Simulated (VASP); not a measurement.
# Mn in VASP: further runs

The runs below take Mn through single point, with LDA.

All numbers are computed with VASP 6.6.1; they aren't measurements. Logs are shortened: lines on timing, memory, paths and dates and some standing lists are left out, and cuts for length are marked.

### 1 The cell of the first run

The typed cell holds 2 atoms: a = 2.465 Å, b = 2.465 Å, c = 3.974 Å, α = 90.00°, β = 90.00°, γ = 120.00°.

### 2 Single point, LDA (volume scaled by 1.04)

The input, INCAR:

```
PREC = Accurate
ENCUT = 520
EDIFF = 1E-6
ISMEAR = -1
SIGMA = 0.1
LREAL = F
LASPH = T
NELM = 100
ALGO = Normal
ISIF = 2
LWAVE = F
LCHARG = F
NBANDS = 20
```

The input, KPOINTS:

```
Automatic mesh
0
Gamma
  17 17 9
```

The input, POSCAR:

```
Mn
1.0
   -1.3616424012      1.6569355124      1.2144920607
    1.6569355124     -1.3616424012      1.2144920607
    2.7690629918      2.7690629918     -0.6736621868
Mn
2
Direct
    0.0416635149      0.9583364851      0.0000000000
    0.7083364851      0.2916635149      0.5000000000
```

Potentials or basis: VASP PAW LDA potentials, release 64 (Mn_pv).

Started as:

```bash
$ cat potpaw_LDA.64/Mn_pv/POTCAR > POTCAR
$ mpirun -np 1 vasp_std > vasp.out
```

OUTCAR:

```text
PREC = Accurate
   ENCUT = 520
   EDIFF = 1E-6
   ISMEAR = -1
   LREAL = F
   LASPH = T
   NELM = 100
   ISIF = 2

 ion  position               nearest neighbor table
   1  0.042  0.958  0.000-   2 2.44   2 2.44   2 2.44   2 2.44   2 2.44   2 2.44
   2  0.708  0.292  0.500-   1 2.44   1 2.44   1 2.44   1 2.44   1 2.44   1 2.44

  LATTYP: Found a base centered monoclinic cell.
 ALAT       =     2.4646216556
 B/A-ratio  =     1.7320767327
 C/A-ratio  =     1.6122424770
 COS(beta)  =    -0.0000964230

  Lattice vectors:

 A1 = (  -1.3616424012,   1.6569355124,   1.2144920607)
 A2 = (   1.6569355124,  -1.3616424012,   1.2144920607)
 A3 = (   2.7690629918,   2.7690629918,  -0.6736621868)

Analysis of symmetry for initial positions (statically):
=====================================================================
 Subroutine PRICEL returns:
 Original cell was already a primitive cell.

 Routine SETGRP: Setting up the symmetry group for a
 base centered monoclinic supercell.

 Subroutine GETGRP returns: Found  4 space group operations
 (whereof  2 operations were pure point group operations)
 out of a pool of  4 trial point group operations.

The static configuration has the point symmetry C_2 .
 The point group associated with its full space group is C_2h.

Analysis of symmetry for dynamics (positions and initial velocities):
=====================================================================
 Subroutine PRICEL returns:
 Original cell was already a primitive cell.

 Routine SETGRP: Setting up the symmetry group for a
 base centered monoclinic supercell.

 Subroutine GETGRP returns: Found  4 space group operations
 (whereof  2 operations were pure point group operations)
 out of a pool of  4 trial point group operations.

The dynamic configuration has the point symmetry C_2 .
 The point group associated with its full space group is C_2h.

 Subroutine INISYM returns: Found  4 space group operations
 (whereof  2 operations are pure point group operations),
 and found     1 'primitive' translations

----------------------------------------------------------------------------------------

                                     Primitive cell

  volume of cell :      20.9035

  direct lattice vectors                    reciprocal lattice vectors
    -1.361642401  1.656935512  1.214492061    -0.117000607  0.214281218  0.399868281
     1.656935512 -1.361642401  1.214492061     0.214281218 -0.117000607  0.399868281
     2.769062992  2.769062992 -0.673662187     0.175379489  0.175379489 -0.042641987
[... 76 lines left out ...]
   ISTART =      0    job   : 0-new  1-cont  2-samecut
   ICHARG =      2    charge: 1-file 2-atom 10-const
   ISPIN  =      1    spin polarized calculation?
   LNONCOLLINEAR =      F non collinear calculations
   LSORBIT =      F    spin-orbit coupling
   LASPH  =      T    aspherical Exc in radial PAW
   ENCUT  =  520.0 eV  38.22 Ry    6.18 a.u.   4.58  4.58  7.39*2*pi/ulx,y,z
   NELM   =    100;   NELMIN=  2; NELMDL= -5     # of ELM steps
   EDIFF  = 0.1E-05   stopping-criterion for ELM
   LREAL  =      F    real-space projection
   EDIFFG = 0.1E-04   stopping-criterion for IOM
   NSW    =      0    number of steps for IOM
   IBRION =     -1    ionic relax: 0-MD 1-quasi-New 2-CG
   NFREE  =      0    steps in history (QN), initial steepest desc. (CG)
   ISIF   =      2    stress and relaxation
   ISYM   =      2    0-nonsym 1-usesym 2-fastsym
   POTIM  = 0.5000    time-step for ionic-motion
   TEBEG  =    0.0;   TEEND  =   0.0 temperature during run
   PSTRESS=    0.0 pullay stress
   NELECT =      26.0000    total number of electrons
   NUPDOWN=      -1.0000    fix difference up-down
   EMIN   =  10.00;   EMAX   =-10.00  energy-range for DOS
   EFERMI =   0.00;   METHOD = LEGACY
   ISMEAR =    -1;   SIGMA  =   0.10  broadening in eV -4-tet -1-fermi 0-gaus
   EFERMI_NEDOS =   21; number of points for ismear=-14 and -15
   IALGO  =     38    algorithm
   IMIX   =      4    mixing-type and parameters
     AMIX     =   0.40;   BMIX     =  1.00
     AMIX_MAG =   1.60;   BMIX_MAG =  1.00
  volume/ion in A,a.u.               =      10.45        70.53
  Fermi-wavevector in a.u.,A,eV,Ry     =   1.760597  3.327045 42.173984  3.099700
  Thomas-Fermi vector in A             =   2.829331
   LORBIT       =      0    0 simple, 1 ext, 2 COOP (PROOUT), +10 PAW based schemes
   GGA     = CA    functional components
   LHFCALC =     F    Hartree Fock is set to
   AEXX    =    0.0000 exact exchange contribution
   IVDW    =     0    specifies the selected vdW correction
   LEPSILON=     F    determine dielectric tensor
   LRPA    =     F    only Hartree local field effects (RPA)
 non-spin polarized calculation
  energy-cutoff  :      520.00
  volume of cell :       20.90
 maximum number of plane-waves:       580
   NGX =  9   NGY =  9   NGZ = 15

 number of electron      26.0000002 magnetization

 Free energy of the ion-electron system (eV)
  ---------------------------------------------------
  ext. energy  EPLUGINS =         0.00000000
  ---------------------------------------------------
  free energy    TOTEN  =       -20.31675632 eV

  energy without entropy =      -20.22566770  energy(sigma->0) =      -20.27121201

 E-fermi :  10.5674     XC(G=0): -14.5391

 val. band max:       10.5540135088   @ k =  -0.1176   0.1176   0.1111
 cond. band min:      10.5726935950   @ k =  -0.0588   0.2353   0.1111
 fundamental gap:      0.0186800863
 Fermi energy:        10.5673696565

 k-point     1 :       0.0000    0.0000    0.0000
  band No.  band energies     occupation
      1     -37.3420      2.00000
      2     -36.6022      2.00000
      3     -36.6021      2.00000
      4     -36.4827      2.00000
      5     -36.4826      2.00000
      6     -36.4597      2.00000
[... 541 lines left out ...]
     19      20.2469      0.00000
     20      30.8277      0.00000

 [... further k-points ...]
[... 5 lines left out ...]
  --------------------------------------------------------------------------------------
  -------------------------------------------------------------------------------------
  Total       -1.5056934     -1.5056934     -1.4937509     -0.0115388      0.0039914      0.0039914
  in kB     -115.4061237   -115.4061237   -114.4907722     -0.8844051      0.3059276      0.3059267
  external PRESSURE =    -115.1010065 kB  Pullay stress =       0.0000000 kB

 VOLUME and BASIS-vectors are now :
 -----------------------------------------------------------------------------
  energy-cutoff  :      520.00
  volume of cell :       20.90
      direct lattice vectors                 reciprocal lattice vectors
    -1.361642401  1.656935512  1.214492061    -0.117000607  0.214281218  0.399868281
     1.656935512 -1.361642401  1.214492061     0.214281218 -0.117000607  0.399868281
     2.769062992  2.769062992 -0.673662187     0.175379489  0.175379489 -0.042641987

 POSITION                                       TOTAL-FORCE (eV/Angst)
 -----------------------------------------------------------------------------------
      1.53117     -1.23588      1.21449        -0.000015      0.000015      0.000000
      0.90330      2.16106      0.87766         0.000015     -0.000015     -0.000000
 -----------------------------------------------------------------------------------
    total drift:                                0.000000     -0.000000      0.000000

  FREE ENERGIE OF THE ION-ELECTRON SYSTEM (eV)
  ---------------------------------------------------
  free  energy   TOTEN  =       -20.3167563156 eV

  energy  without entropy=      -20.2256677027  energy(sigma->0) =      -20.27121201
```

stdout:

```text
POSCAR found type information on POSCAR Mn
 POSCAR found :  1 types and       2 ions
 scaLAPACK will be used
 LDA part: xc-table for (Slater(with rela. corr.)+CA(PZ))
 , standard interpolation
 POSCAR, INCAR and KPOINTS ok, starting setup
 FFT: planning ... GRIDC
 FFT: planning ... GRID_SOFT
 FFT: planning ... GRID
 WAVECAR not read
 entering main loop
```

Run time: 73 s. Hardware: 1 thread of Intel Xeon 6975P-C (Granite Rapids), shared host; peak memory 0.31 GiB.

What came out:

```
Free energy            : -20.3168 eV
Pressure               : -11.5 GPa
Band gap on the k mesh : zero (band 13 reaches 11.58 eV, above the bottom of band 14 at 9.53 eV)
```

Levels at points of the mesh, in eV from the Fermi level:
| k point | band 11 | band 12 | band 13 | band 14 | band 15 | band 16 |
| --- | --- | --- | --- | --- | --- | --- |
| (0.00, 0.00, 0.00) | -0.99 | -0.51 | -0.51 | 0.01 | 0.01 | 0.92 |

Caveat: the run has no spin polarisation, though such a crystal can be magnetic. Spin polarisation is off, so any magnetic state and its effect on volume and gap are missing.

### 3 Single point, LDA (volume scaled by 1.08)

The input, INCAR:

```
PREC = Accurate
ENCUT = 520
EDIFF = 1E-6
ISMEAR = -1
SIGMA = 0.1
LREAL = F
LASPH = T
NELM = 60
ALGO = Normal
ISIF = 2
LWAVE = F
LCHARG = T
GGA = CA
LELF = T
LVHAR = T
NBANDS = 20
```

KPOINTS is that of step 2.

The input, POSCAR:

```
Mn
1.0
   -1.3788802109      1.6779116064      1.2298670101
    1.6779116064     -1.3788802109      1.2298670101
    2.8041181435      2.8041181435     -0.6821904616
Mn
2
Direct
    0.0416635149      0.9583364851      0.0000000000
    0.7083364851      0.2916635149      0.5000000000
```

Potentials or basis: VASP PAW LDA potentials, release 64 (Mn_pv).

Started as:

```bash
$ cat potpaw_LDA.64/Mn_pv/POTCAR > POTCAR
$ mpirun -np 1 vasp_std > vasp.out
```

Wall time 85 s (1 thread of Intel Xeon 6975P-C (Granite Rapids), shared host); peak memory 0.32 GiB.

It converged, with:

- Free energy: -20.2346 eV
- Pressure: -21.2 GPa
- Band gap on the k mesh: zero (band 13 reaches 10.98 eV, above the bottom of band 14 at 9.05 eV)

Stress tensor (GPa, compression positive):
```
-21.21  -0.14   0.04
 -0.14 -21.21   0.04
  0.04   0.04 -21.08
```

Levels at points of the mesh, in eV from the Fermi level:
| k point | band 10 | band 11 | band 12 | band 13 | band 14 | band 15 | band 16 | band 17 |
| --- | --- | --- | --- | --- | --- | --- | --- | --- |
| (0.00, 0.00, 0.00) | -0.95 | -0.93 | -0.48 | -0.48 | 0.02 | 0.02 | 0.86 | 1.59 |

Caveat: the run has no spin polarisation, though such a crystal can be magnetic.

### 4 Single point, LDA (volume scaled by 1.12)

The input, INCAR:

```
  PREC = Accurate
  ENCUT = 520
  EDIFF = 1E-6
  ISMEAR = -1
  SIGMA = 0.1
  LREAL = F
  LASPH = T
  NELM = 100
  ALGO = Normal
  ISIF = 2
  LWAVE = F
  LCHARG = F
  GGA = CA
  NBANDS = 20
```

The input, KPOINTS:

```
regular mesh
0
Gamma
  17 17 9
```

The input, POSCAR:

```
Mn
1.0
   -1.3956974807      1.6983759599      1.2448668666
    1.6983759599     -1.3956974807      1.2448668666
    2.8383180767      2.8383180767     -0.6905106775
Mn
2
Direct
    0.0416635149      0.9583364851      0.0000000000
    0.7083364851      0.2916635149      0.5000000000
```

Started as:

```bash
$ cat potpaw_LDA.64/Mn_pv/POTCAR > POTCAR
$ mpirun -np 1 vasp_std > vasp.out
```

It took 93 s on 1 thread of Intel Xeon 6975P-C (Granite Rapids), shared host; peak memory 0.33 GiB.

The run converged. Its results:

* Free energy: -20.1089 eV
* Pressure: -28.9 GPa
* Band gap on the k mesh: zero (band 13 reaches 10.43 eV, above the bottom of band 14 at 8.60 eV)

Stress tensor (GPa, compression positive):
```
-28.95  -0.20   0.05
 -0.20 -28.95   0.05
  0.05   0.05 -28.77
```

Levels at points of the mesh, in eV from the Fermi level:
```
           k point  band 11  band 12  band 13  band 14  band 15  band 16
(0.00, 0.00, 0.00)    -0.88    -0.45    -0.45     0.02     0.02     0.81
```

Caveat: the run has no spin polarisation, though such a crystal can be magnetic. Spin polarisation is off, so any magnetic state and its effect on volume and gap are missing.

### 5 Overview

```csv
cell,gap on the mesh (eV),pressure (GPa)
"a = 2.465, b = 2.465, c = 3.974 Å, angles 90.0, 90.0, 120.0°, 2 atoms",none,-11.5
"a = 2.496, b = 2.496, c = 4.024 Å, angles 90.0, 90.0, 120.0°, 2 atoms",none,-21.2
"a = 2.526, b = 2.526, c = 4.073 Å, angles 90.0, 90.0, 120.0°, 2 atoms",none,-28.9
```

Alike in all rows: task single point; level LDA; potentials or basis VASP PAW LDA potentials, release 64 (Mn_pv); no spin polarisation; k mesh 17 × 17 × 9; cutoff (eV) 520; smearing fermi-dirac 0.1 eV.

Caveats: the run has no spin polarisation, though such a crystal can be magnetic.

Total energies depend on the potentials used, so only differences within one code and one set of settings carry meaning.
